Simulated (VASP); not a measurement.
Runs of VASP 6.6.1 on ZnH2. The structure is that of space group P4/mmm (No. 123), or close to it. The cells are those of the table. 

```csv
task,cell,k mesh,cutoff (eV),gap on the mesh (eV),pressure (GPa)
single point,"a = 2.836, b = 2.836, c = 3.366 Å, 3 atoms",6 × 6 × 6,520,none,0.1
single point,"a = 2.836, b = 2.836, c = 3.363 Å, angles 90.0, 90.0, 90.4°, 3 atoms",6 × 6 × 4,520,none,(a)
single point,"a = 2.837, b = 2.837, c = 3.362 Å, 3 atoms",16 × 16 × 14,520,none,0.0
relaxation of cell and atoms,"relaxed from a = 2.836, b = 2.836, c = 3.363 Å, 3 atoms",6 × 6 × 6,600,none,0.0
```

Alike in all rows: level PBE; potentials or basis VASP PAW PBE potentials, release 64 (Zn, H); no spin polarisation; smearing gaussian 0.1 eV.

Task: Estimate the missing entries.

Result: (a) 0.2.

Caveats: some runs use coarse meshes.

A gap of «none» marks levels without a gap at the run's occupations.
